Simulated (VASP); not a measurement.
# HfC (I4mm) in VASP: further runs

Runs on HfC. Level: PBEsol. Tasks: electric field gradients.

Everything below comes from runs of VASP 6.6.1. Logs are shortened: lines on timing, memory, paths and dates and some standing lists are left out, and cuts for length are marked.

## Step 1: The cell of the first run

It takes space group I4mm (No. 107, tetragonal). Conventional cell: a = 3.288 Å, b = 3.288 Å, c = 4.650 Å, α = 90.00°, β = 90.00°, γ = 90.00°. Hf (site symmetry 4mm) has 6 C at 2.05 to 2.60 Å within 2.7 Å. Within 2.7 Å of C (site symmetry 4mm) lie 6 Hf at 2.05 to 2.60 Å.

## Step 2: Electric field gradients, PBEsol (shortest bond scaled by 0.88)

INCAR

```
SYSTEM = HfC
PREC     = Accurate       ! precision mode
ENCUT    = 520            ! plane-wave cutoff, eV
EDIFF    = 1E-8           ! SCF threshold, eV
ISMEAR   = -1             ! smearing method
SIGMA    = 0.05           ! smearing width, eV
LREAL    = .False.        ! projectors in reciprocal space
LASPH    = .True.         ! aspherical terms in the spheres
NELM     = 80             ! most SCF steps
ALGO     = Normal         ! electronic algorithm
ISIF     = 2              ! what is computed and relaxed
LWAVE    = .False.        ! write WAVECAR
LCHARG   = .False.        ! write CHGCAR
GGA      = PS             ! functional
LEFG     = .True.       
NBANDS   = 14             ! bands
```

KPOINTS

```
regular mesh
0
Gamma
  11 11 11
  0 0 0
```

POSCAR

```
HfC
1.0
    0.0000000000      2.3250000000      2.3250000000
    2.3250000000      0.0000000000      2.3250000000
    2.3250000000      2.3250000000      0.0000000000
Hf C
1 1
Direct
    0.4700000000      0.4700000000      0.5300000000
    0.0300000000      0.0300000000     -0.0300000000
```

Potentials or basis: VASP PAW PBE potentials, release 64 (Hf_pv, C).

Command:

```
> cat potpaw_PBE.64/Hf_pv/POTCAR potpaw_PBE.64/C/POTCAR > POTCAR
> mpirun -np 1 vasp_std > vasp.out
```

OUTCAR:

```text
SYSTEM = HfC
   PREC = Accurate
   ENCUT = 520
   EDIFF = 1E-8
   ISMEAR = -1
   LREAL = .False.
   LASPH = .True.
   NELM = 80
   ISIF = 2
   GGA = PS

 ion  position               nearest neighbor table
   1  0.470  0.470  0.530-   2 2.05   2 2.34   2 2.34   2 2.34   2 2.34   2 2.60
   2  0.030  0.030  0.970-   1 2.05   1 2.34   1 2.34   1 2.34   1 2.34   1 2.60

  LATTYP: Found a face centered cubic cell.
 ALAT       =     4.6500000000

  Lattice vectors:

 A1 = (   0.0000000000,   2.3250000000,   2.3250000000)
 A2 = (   2.3250000000,   0.0000000000,   2.3250000000)
 A3 = (   2.3250000000,   2.3250000000,   0.0000000000)

Analysis of symmetry for initial positions (statically):
=====================================================================
 Subroutine PRICEL returns:
 Original cell was already a primitive cell.

 Routine SETGRP: Setting up the symmetry group for a
 face centered cubic supercell.

 Subroutine GETGRP returns: Found  8 space group operations
 (whereof  8 operations were pure point group operations)
 out of a pool of 48 trial point group operations.

The static configuration has the point symmetry C_4v.

Analysis of symmetry for dynamics (positions and initial velocities):
=====================================================================
 Subroutine PRICEL returns:
 Original cell was already a primitive cell.

 Routine SETGRP: Setting up the symmetry group for a
 face centered cubic supercell.

 Subroutine GETGRP returns: Found  8 space group operations
 (whereof  8 operations were pure point group operations)
 out of a pool of 48 trial point group operations.

The dynamic configuration has the point symmetry C_4v.

 Subroutine INISYM returns: Found  8 space group operations
 (whereof  8 operations are pure point group operations),
 and found     1 'primitive' translations

----------------------------------------------------------------------------------------

                                     Primitive cell

  volume of cell :      25.1362

  direct lattice vectors                    reciprocal lattice vectors
     0.000000000  2.325000000  2.325000000    -0.215053763  0.215053763  0.215053763
     2.325000000  0.000000000  2.325000000     0.215053763 -0.215053763  0.215053763
     2.325000000  2.325000000  0.000000000     0.215053763  0.215053763 -0.215053763

[... 135 lines left out ...]
 Fermi energy:         5.8101258061

 k-point     1 :       0.0000    0.0000    0.0000
  band No.  band energies     occupation
      1     -23.7061      2.00000
      2     -23.6840      2.00000
      3     -23.6840      2.00000
      4      -6.4281      2.00000
      5       5.3509      1.99979
      6       5.3509      1.99979
      7       5.6539      1.91574
      8       7.1628      0.00000
      9       8.8826      0.00000
     10       8.8826      0.00000
     11       9.1945      0.00000
     12      10.9427      0.00000
     13      12.4757      0.00000
     14      16.5812      0.00000
[... 377 lines left out ...]
      1     -23.9849      2.00000
      2     -23.7595      2.00000
      3     -23.7118      2.00000
      4      -5.2196      2.00000
      5       2.8732      2.00000
      6       4.1385      2.00000
      7       4.2591      2.00000
      8       7.7288      0.00000
      9       9.1549      0.00000
     10       9.4500      0.00000
     11      11.7255      0.00000
     12      14.3944      0.00000
     13      14.8883      0.00000
     14      19.4758      0.00000

 [... further k-points ...]

------------------------ aborting loop because EDIFF is reached ----------------------------------------

  FORCE on cell =-STRESS in cart. coord.  units (eV):
  Direction    XX          YY          ZZ          XY          YZ          ZX
  --------------------------------------------------------------------------------------
  -------------------------------------------------------------------------------------
  Total       -1.2452282     -1.2452282      2.8239133      0.0000000     -0.0000000      0.0000000
  in kB      -79.3707834    -79.3707834    179.9960916      0.0000000     -0.0000000      0.0000000
  external PRESSURE =       7.0848416 kB  Pullay stress =       0.0000000 kB

 VOLUME and BASIS-vectors are now :
 -----------------------------------------------------------------------------
  energy-cutoff  :      520.00
  volume of cell :       25.14
      direct lattice vectors                 reciprocal lattice vectors
     0.000000000  2.325000000  2.325000000    -0.215053763  0.215053763  0.215053763
     2.325000000  0.000000000  2.325000000     0.215053763 -0.215053763  0.215053763
     2.325000000  2.325000000  0.000000000     0.215053763  0.215053763 -0.215053763

 POSITION                                       TOTAL-FORCE (eV/Angst)
 -----------------------------------------------------------------------------------
      2.32500      2.32500      2.18550         0.000000      0.000000      2.844002
      2.32500      2.32500      0.13950         0.000000      0.000000     -2.844002
 -----------------------------------------------------------------------------------
    total drift:                                0.000000      0.000000     -0.000067

  FREE ENERGIE OF THE ION-ELECTRON SYSTEM (eV)
  ---------------------------------------------------
  free  energy   TOTEN  =       -21.8493747726 eV

  energy  without entropy=      -21.8481421988  energy(sigma->0) =      -21.84875849

 Electric field gradients (V/A^2)
---------------------------------------------------------------------
 ion       V_xx      V_yy      V_zz      V_xy      V_xz      V_yz
---------------------------------------------------------------------
   1      45.696    45.696   -91.393     0.001     0.001     0.001
   2       4.407     4.407    -8.814    -0.000    -0.000    -0.000
---------------------------------------------------------------------

 Electric field gradients after diagonalization (V/A^2)
 (convention: |V_zz| > |V_xx| > |V_yy|)
----------------------------------------------------------------------
 ion       V_xx      V_yy      V_zz     asymmetry (V_yy - V_xx)/ V_zz
----------------------------------------------------------------------
   1      45.697    45.695   -91.393       0.000
   2       4.408     4.407    -8.814       0.000
----------------------------------------------------------------------

           NMR quadrupolar parameters

 Cq : quadrupolar parameter    Cq=e*Q*V_zz/h
 eta: asymmetry parameters     (V_yy - V_xx)/ V_zz
 Q  : nuclear electric quadrupole moment in mb (millibarn)
----------------------------------------------------------------------
 ion       Cq(MHz)       eta       Q (mb)
----------------------------------------------------------------------
   1      -0.221       0.000       1.000
   2      -0.021       0.000       1.000
----------------------------------------------------------------------
```

stdout:

```text
POSCAR found type information on POSCAR HfC
 POSCAR found :  2 types and       2 ions
 scaLAPACK will be used
 -----------------------------------------------------------------------------
|                                                                             |
|                                                                             |
|     You enforced a specific xc type in the INCAR file but a different       |
|     I HOPE YOU KNOW WHAT YOU ARE DOING!                                     |
|                                                                             |
 -----------------------------------------------------------------------------

 LDA part: xc-table for (Slater+PW92), standard interpolation
 POSCAR, INCAR and KPOINTS ok, starting setup
 FFT: planning ... GRIDC
 FFT: planning ... GRID_SOFT
 FFT: planning ... GRID
 WAVECAR not read
 entering main loop
ion   1

ion   2
```

Wall time 57 s (1 thread of Intel Xeon 8259CL, shared host); peak memory 0.17 GiB.

Results:

```yaml
Free_energy: -21.8494 eV
Pressure: 0.7 GPa
Largest_force: 2.844 eV/Å
Band_gap_on_the_k_mesh: zero (bands 7 and 8 overlap by 0.84 eV)
Largest_electric_field_gradient_by_atom: Hf -91.4; C -8.8 V/Å²
```

Forces in eV/Å, atoms in the order of the input:
```
Hf   0.000  0.000  2.844
C    0.000  0.000 -2.844
```

Stress tensor (GPa, compression positive):
```
-7.94  0.00  0.00
 0.00 -7.94  0.00
 0.00  0.00 18.00
```

Electric field gradients, principal values (V/Å²):
```
atom   least  middle  greatest (by size)
1 Hf  45.695  45.697             -91.393
 2 C   4.407   4.408              -8.814
```

Caveat: the cell differs from its parent crystal (shortest bond scaled by 0.88); without QUAD_EFG the Cq values of the log hold for a quadrupole moment of 1 mb, not for the nuclei; the PAW data sets were made with another functional, which shifts forces and pressure a little; spin-orbit coupling is left out, which moves the levels of the heavy elements.

## Step 3: Electric field gradients, PBEsol (shortest bond scaled by 0.76)

INCAR

```
SYSTEM = HfC
PREC = Accurate
ENCUT = 520
EDIFF = 1E-8
ISMEAR = -1
SIGMA = 0.05
LREAL = .FALSE.
LASPH = .TRUE.
NELM = 80
ALGO = Normal
ISIF = 2
LWAVE = .FALSE.
LCHARG = .FALSE.
GGA = PS
LEFG = .TRUE.
NBANDS = 14
```

KPOINTS

```
Automatic mesh
0
G
  11 11 11
  0 0 0
```

POSCAR

```
HfC
1.0
    0.0000000000      2.3250000000      2.3250000000
    2.3250000000      0.0000000000      2.3250000000
    2.3250000000      2.3250000000      0.0000000000
Hf C
1 1
Direct
    0.4400000000      0.4400000000      0.5600000000
    0.0600000000      0.0600000000     -0.0600000000
```

Potentials or basis: VASP PAW PBE potentials, release 64 (Hf_pv, C).

Command:

```
> cat potpaw_PBE.64/Hf_pv/POTCAR potpaw_PBE.64/C/POTCAR > POTCAR
> mpirun -np 1 vasp_std > vasp.out
```

OUTCAR:

```text
SYSTEM = HfC
   PREC = Accurate
   ENCUT = 520
   EDIFF = 1E-8
   ISMEAR = -1
   LREAL = .FALSE.
   LASPH = .TRUE.
   NELM = 80
   ISIF = 2
   GGA = PS

 ion  position               nearest neighbor table
   1  0.440  0.440  0.560-   2 1.77   2 2.39   2 2.39   2 2.39   2 2.39   2 2.88
   2  0.060  0.060  0.940-   1 1.77   1 2.39   1 2.39   1 2.39   1 2.39   1 2.88

  LATTYP: Found a face centered cubic cell.
 ALAT       =     4.6500000000

  Lattice vectors:

 A1 = (   0.0000000000,   2.3250000000,   2.3250000000)
[... 620 lines left out ...]
  ---------------------------------------------------
  free  energy   TOTEN  =       -20.1064517384 eV

  energy  without entropy=      -20.1039720810  energy(sigma->0) =      -20.10521191

 Electric field gradients (V/A^2)
---------------------------------------------------------------------
 ion       V_xx      V_yy      V_zz      V_xy      V_xz      V_yz
---------------------------------------------------------------------
   1      86.465    86.465  -172.931     0.000     0.000     0.000
   2       6.943     6.943   -13.886     0.000     0.000     0.000
---------------------------------------------------------------------

 Electric field gradients after diagonalization (V/A^2)
 (convention: |V_zz| > |V_xx| > |V_yy|)
----------------------------------------------------------------------
 ion       V_xx      V_yy      V_zz     asymmetry (V_yy - V_xx)/ V_zz
----------------------------------------------------------------------
   1      86.466    86.465  -172.931       0.000
   2       6.943     6.943   -13.886       0.000
----------------------------------------------------------------------

           NMR quadrupolar parameters

 Cq : quadrupolar parameter    Cq=e*Q*V_zz/h
 eta: asymmetry parameters     (V_yy - V_xx)/ V_zz
 Q  : nuclear electric quadrupole moment in mb (millibarn)
----------------------------------------------------------------------
 ion       Cq(MHz)       eta       Q (mb)
----------------------------------------------------------------------
   1      -0.418       0.000       1.000
   2      -0.034       0.000       1.000
----------------------------------------------------------------------
```

It took 60 s on 1 thread of Intel Xeon 8259CL, shared host; peak memory 0.17 GiB.

Results:

| Property | Result |
| --- | --- |
| Free energy | -20.1065 eV |
| Pressure | 30.0 GPa |
| Largest force | 11.050 eV/Å |
| Band gap on the k mesh | zero (bands 7 and 8 overlap by 0.57 eV) |
| Largest electric field gradient by atom | Hf -172.9; C -13.9 V/Å² |

Forces in eV/Å, atoms in the order of the input:
```
Hf    0.000   0.000  11.050
C     0.000   0.000 -11.050
```

Electric field gradients, principal values (V/Å²):
```
atom   least  middle  greatest (by size)
1 Hf  86.465  86.466            -172.931
 2 C   6.943   6.943             -13.886
```

Caveat: the cell differs from its parent crystal (shortest bond scaled by 0.76); the cell stands under pressure; without QUAD_EFG the Cq values of the log hold for a quadrupole moment of 1 mb, not for the nuclei; the PAW data sets were made with another functional, which shifts forces and pressure a little; spin-orbit coupling is left out, which moves the levels of the heavy elements.

(Part 1 of 2 ends here.)
